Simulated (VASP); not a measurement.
# Si2W (I4/mmm) in VASP: notebook

The runs below take Si2W through single point, with PBE.

All numbers are computed with VASP 6.6.1; they aren't measurements. Logs are shortened: lines on timing, memory, paths and dates and some standing lists are left out, and cuts for length are marked.

## Step 1: The cell of the first run

The structure is tetragonal, space group I4/mmm (No. 139). The conventional cell has a = 3.224 Å, b = 3.224 Å, c = 7.856 Å, α = 90.00°, β = 90.00°, γ = 90.00°. Si (site symmetry 4mm) has 9 Si at 2.60 to 3.22 Å and 5 W at 2.62 to 2.63 Å within 3.4 Å. W (site symmetry 4/mmm) has 10 Si at 2.62 to 2.63 Å and 4 W at 3.22 Å within 3.5 Å.

## Step 2: Single point, PBE

Contents of INCAR:

```
SYSTEM = Si2W
PREC = Accurate ; ENCUT = 520
EDIFF = 1E-6 ; ISMEAR = -1
SIGMA = 0.05 ; LREAL = .FALSE.
LASPH = .TRUE. ; NELM = 100
ALGO = Normal ; ISIF = 2
LWAVE = .FALSE. ; LCHARG = .FALSE.
GGA = PE ; NBANDS = 18
```

Contents of KPOINTS:

```
regular mesh
0
G
  12 12 12
  0 0 0
```

Contents of POSCAR:

```
Si2W
1.0
   -1.6122385774      1.6122385774      3.9279565740
    1.6122385774     -1.6122385774      3.9279565740
    1.6122385774      1.6122385774     -3.9279565740
Si W
2 1
Direct
    0.3347000000      0.3347000000      0.0000000000
    0.6653000000      0.6653000000      0.0000000000
    0.0000000000      0.0000000000      0.0000000000
```

Potentials or basis: VASP PAW PBE potentials, release 64 (Si, W_sv).

Started as:

```console
> cat potpaw_PBE.64/Si/POTCAR potpaw_PBE.64/W_sv/POTCAR > POTCAR
> mpirun -np 1 vasp_std > vasp.out
```

OUTCAR:

```text
SYSTEM = Si2W
   PREC = Accurate
   ENCUT = 520
   EDIFF = 1E-6
   ISMEAR = -1
   LREAL = .FALSE.
   LASPH = .TRUE.
   NELM = 100
   ISIF = 2
   GGA = PE

 ion  position               nearest neighbor table
   1  0.335  0.335  0.000-   2 2.60   3 2.62   3 2.62   3 2.62   3 2.62   3 2.63   2 2.64   2 2.64
                             2 2.64   2 2.64
   2  0.665  0.665  0.000-   1 2.60   3 2.62   3 2.62   3 2.62   3 2.62   3 2.63   1 2.64   1 2.64
                             1 2.64   1 2.64
   3  0.000  0.000  0.000-   2 2.62   2 2.62   2 2.62   1 2.62   2 2.62   1 2.62   1 2.62   1 2.62
                             1 2.63   2 2.63

  LATTYP: Found a body centered tetragonal cell.
 ALAT       =     3.2244771548
 C/A-ratio  =     2.4363370466

  Lattice vectors:

 A1 = (  -1.6122385774,   1.6122385774,   3.9279565740)
 A2 = (   1.6122385774,  -1.6122385774,   3.9279565740)
 A3 = (   1.6122385774,   1.6122385774,  -3.9279565740)

Analysis of symmetry for initial positions (statically):
=====================================================================
 Subroutine PRICEL returns:
 Original cell was already a primitive cell.

 Routine SETGRP: Setting up the symmetry group for a
 body centered tetragonal supercell.

 Subroutine GETGRP returns: Found 16 space group operations
 (whereof 16 operations were pure point group operations)
 out of a pool of 16 trial point group operations.

The static configuration has the point symmetry D_4h.

Analysis of symmetry for dynamics (positions and initial velocities):
=====================================================================
 Subroutine PRICEL returns:
 Original cell was already a primitive cell.

 Routine SETGRP: Setting up the symmetry group for a
 body centered tetragonal supercell.

 Subroutine GETGRP returns: Found 16 space group operations
 (whereof 16 operations were pure point group operations)
 out of a pool of 16 trial point group operations.

The dynamic configuration has the point symmetry D_4h.

 Subroutine INISYM returns: Found 16 space group operations
 (whereof 16 operations are pure point group operations),
 and found     1 'primitive' translations

----------------------------------------------------------------------------------------

                                     Primitive cell

  volume of cell :      40.8400

  direct lattice vectors                    reciprocal lattice vectors
    -1.612238577  1.612238577  3.927956574     0.000000000  0.310127798  0.127292650
     1.612238577 -1.612238577  3.927956574     0.310127798  0.000000000  0.127292650
     1.612238577  1.612238577 -3.927956574     0.310127798  0.310127798  0.000000000

  length of vectors
     4.541747385  4.541747385  4.541747385     0.335235245  0.335235245  0.438586938

  position of ions in fractional coordinates (direct lattice)
     0.334700000  0.334700000  0.000000000
     0.665300000  0.665300000  0.000000000
     0.000000000  0.000000000  0.000000000

  ion indices of the primitive-cell ions
   primitive index   ion index
                 1           1
                 2           2
                 3           3

----------------------------------------------------------------------------------------

 KPOINTS: regular mesh

Automatic generation of k-mesh.
 Grid dimensions read from file:
 generate k-points for:   12   12   12

 Generating k-lattice:

  Cartesian coordinates                     Fractional coordinates (reciprocal lattice)
     0.000000000  0.025843983  0.010607721     0.083333333  0.000000000 -0.000000000
     0.025843983  0.000000000  0.010607721     0.000000000  0.083333333 -0.000000000
     0.025843983  0.025843983  0.000000000     0.000000000  0.000000000  0.083333333

  Length of vectors
     0.027936270  0.027936270  0.036548912

  Shift w.r.t. Gamma in fractional coordinates (k-lattice)
     0.000000000  0.000000000  0.000000000

 Subroutine IBZKPT returns following result:
 ===========================================

 Found    163 irreducible k-points:

 Following reciprocal coordinates:
            Coordinates               Weight
  0.000000  0.000000  0.000000      1.000000
  0.083333 -0.000000  0.000000      8.000000
  0.166667  0.000000  0.000000      8.000000
  0.250000  0.000000 -0.000000      8.000000
  0.333333 -0.000000  0.000000      8.000000
  0.416667 -0.000000  0.000000      8.000000
[... 16 lines left out ...]
  0.500000  0.166667 -0.000000     16.000000
 -0.416667  0.166667 -0.000000     16.000000
 [... further k-points ...]
   k-points           NKPTS =    163   k-points in BZ     NKDIM =    163   number of bands    NBANDS=     18
   number of dos      NEDOS =    301   number of ions     NIONS =      3
   total plane-waves  NPLWV =  46656
   dimension x,y,z NGX =    36 NGY =   36 NGZ =   36
   dimension x,y,z NGXF=    72 NGYF=   72 NGZF=   72
   ions per type =               2   1
   NGX,Y,Z   is equivalent  to a cutoff of  13.18, 13.18, 13.18 a.u.
   NGXF,Y,Z  is equivalent  to a cutoff of  26.35, 26.35, 26.35 a.u.
 SYSTEM =  Si2W
   PREC   = accura    normal or accurate (medium, high low for compatibility)
   ISTART =      0    job   : 0-new  1-cont  2-samecut
   ICHARG =      2    charge: 1-file 2-atom 10-const
   ISPIN  =      1    spin polarized calculation?
   LNONCOLLINEAR =      F non collinear calculations
   LSORBIT =      F    spin-orbit coupling
   LASPH  =      T    aspherical Exc in radial PAW
   ENCUT  =  520.0 eV  38.22 Ry    6.18 a.u.   8.44  8.44  8.44*2*pi/ulx,y,z
   NELM   =    100;   NELMIN=  2; NELMDL= -5     # of ELM steps
   EDIFF  = 0.1E-05   stopping-criterion for ELM
   LREAL  =      F    real-space projection
   EDIFFG = 0.1E-04   stopping-criterion for IOM
   NSW    =      0    number of steps for IOM
   IBRION =     -1    ionic relax: 0-MD 1-quasi-New 2-CG
   NFREE  =      0    steps in history (QN), initial steepest desc. (CG)
   ISIF   =      2    stress and relaxation
   ISYM   =      2    0-nonsym 1-usesym 2-fastsym
   POTIM  = 0.5000    time-step for ionic-motion
   TEBEG  =    0.0;   TEEND  =   0.0 temperature during run
   PSTRESS=    0.0 pullay stress
   NELECT =      22.0000    total number of electrons
   NUPDOWN=      -1.0000    fix difference up-down
   EMIN   =  10.00;   EMAX   =-10.00  energy-range for DOS
   EFERMI =   0.00;   METHOD = LEGACY
   ISMEAR =    -1;   SIGMA  =   0.05  broadening in eV -4-tet -1-fermi 0-gaus
   EFERMI_NEDOS =   21; number of points for ismear=-14 and -15
   IALGO  =     38    algorithm
   IMIX   =      4    mixing-type and parameters
     AMIX     =   0.40;   BMIX     =  1.00
     AMIX_MAG =   1.60;   BMIX_MAG =  1.00
  volume/ion in A,a.u.               =      13.61        91.87
  Fermi-wavevector in a.u.,A,eV,Ry     =   1.332050  2.517210 24.141607  1.774358
  Thomas-Fermi vector in A             =   2.461015
   LORBIT       =      0    0 simple, 1 ext, 2 COOP (PROOUT), +10 PAW based schemes
   GGA     = PE    functional components
   LHFCALC =     F    Hartree Fock is set to
   AEXX    =    0.0000 exact exchange contribution
   IVDW    =     0    specifies the selected vdW correction
   LEPSILON=     F    determine dielectric tensor
   LRPA    =     F    only Hartree local field effects (RPA)
 non-spin polarized calculation
  energy-cutoff  :      520.00
  volume of cell :       40.84
 maximum number of plane-waves:      1134
 NGX is ok and might be reduce to    36
   NGX = 17   NGY = 17   NGZ = 17

 number of electron      22.0000000 magnetization

 Free energy of the ion-electron system (eV)
  ---------------------------------------------------
  ext. energy  EPLUGINS =         0.00000000
  ---------------------------------------------------
  free energy    TOTEN  =       -24.81495047 eV

  energy without entropy =      -24.81295568  energy(sigma->0) =      -24.81395307

 E-fermi :  11.8289     XC(G=0): -12.4812

 val. band max:       11.7760943781   @ k =  -0.3333  -0.4167   0.3333
 cond. band min:      11.8444917138   @ k =  -0.4167  -0.4167   0.3333
 fundamental gap:      0.0683973357
 Fermi energy:        11.8288742455

 k-point     1 :       0.0000    0.0000    0.0000
  band No.  band energies     occupation
      1     -62.0586      2.00000
      2     -26.3072      2.00000
      3     -26.2957      2.00000
      4     -26.2957      2.00000
      5      -2.1767      2.00000
      6       5.0272      2.00000
[... 10 lines left out ...]
     17      17.4486      0.00000
     18      17.4486      0.00000

 k-point     2 :       0.0833   -0.0000    0.0000
  band No.  band energies     occupation
      1     -62.0582      2.00000
      2     -26.3099      2.00000
      3     -26.3062      2.00000
      4     -26.2944      2.00000
      5      -2.0453      2.00000
      6       5.0336      2.00000
[... 10 lines left out ...]
     17      17.4654      0.00000
     18      17.9214      0.00000

 k-point     3 :       0.1667    0.0000    0.0000
  band No.  band energies     occupation
      1     -62.0569      2.00000
      2     -26.3484      2.00000
      3     -26.3033      2.00000
      4     -26.2909      2.00000
      5      -1.6574      2.00000
      6       4.9985      2.00000
[... 10 lines left out ...]
     17      17.7800      0.00000
     18      18.9953      0.00000

 k-point     4 :       0.2500    0.0000   -0.0000
  band No.  band energies     occupation
      1     -62.0551      2.00000
      2     -26.4007      2.00000
      3     -26.2993      2.00000
      4     -26.2861      2.00000
      5      -1.0318      2.00000
      6       4.7196      2.00000
[... 375 lines left out ...]
      4     -26.2880      2.00000
      5       1.4320      2.00000
      6       2.9497      2.00000
[... 10 lines left out ...]
     17      19.0705      0.00000
     18      20.4153      0.00000

 k-point    23 :       0.5000    0.1667   -0.0000
  band No.  band energies     occupation
      1     -62.0497      2.00000
      2     -26.4964      2.00000
      3     -26.3265      2.00000
      4     -26.2859      2.00000
      5       1.9031      2.00000
      6       2.4863      2.00000
[... 10 lines left out ...]
     17      19.1521      0.00000
     18      20.4811      0.00000

 k-point    24 :      -0.4167    0.1667   -0.0000
  band No.  band energies     occupation
      1     -62.0502      2.00000
      2     -26.4828      2.00000
      3     -26.3279      2.00000
      4     -26.2862      2.00000
      5       0.8806      2.00000
      6       3.5536      2.00000
[... 10 lines left out ...]
     17      18.8319      0.00000
     18      20.0942      0.00000

 [... further k-points ...]

------------------------ aborting loop because EDIFF is reached ----------------------------------------

  FORCE on cell =-STRESS in cart. coord.  units (eV):
  Direction    XX          YY          ZZ          XY          YZ          ZX
  --------------------------------------------------------------------------------------
  -------------------------------------------------------------------------------------
  Total        0.2510045      0.2510045      0.3023328      0.0000000      0.0000000     -0.0000000
  in kB        9.8470658      9.8470658     11.8607053      0.0000000      0.0000000     -0.0000000
  external PRESSURE =      10.5182790 kB  Pullay stress =       0.0000000 kB

 VOLUME and BASIS-vectors are now :
 -----------------------------------------------------------------------------
  energy-cutoff  :      520.00
  volume of cell :       40.84
      direct lattice vectors                 reciprocal lattice vectors
    -1.612238577  1.612238577  3.927956574     0.000000000  0.310127798  0.127292650
     1.612238577 -1.612238577  3.927956574     0.310127798  0.000000000  0.127292650
     1.612238577  1.612238577 -3.927956574     0.310127798  0.310127798  0.000000000

 POSITION                                       TOTAL-FORCE (eV/Angst)
 -----------------------------------------------------------------------------------
      0.00000      0.00000      2.62937        -0.000000     -0.000000     -0.051372
      0.00000      0.00000      5.22654         0.000000      0.000000      0.051372
      0.00000      0.00000      0.00000         0.000000      0.000000      0.000000
 -----------------------------------------------------------------------------------
    total drift:                               -0.000000     -0.000000      0.000000

  FREE ENERGIE OF THE ION-ELECTRON SYSTEM (eV)
  ---------------------------------------------------
  free  energy   TOTEN  =       -24.8149504695 eV

  energy  without entropy=      -24.8129556791  energy(sigma->0) =      -24.81395307
```

It took 3.6 min on 1 thread of Intel Xeon 8259CL, shared host; peak memory 0.28 GiB.

Results:

* Free energy: -24.8150 eV
* Pressure: 1.1 GPa
* Largest force: 0.051 eV/Å
* Band gap on the k mesh: zero (bands 11 and 12 overlap by 1.28 eV)

Forces on the atoms (eV/Å):
```
Si   0.000  0.000 -0.051
Si   0.000  0.000  0.051
W    0.000  0.000  0.000
```

Caveat: spin-orbit coupling is left out, which moves the levels of the heavy elements.

(Continued in part 2 of 2.)
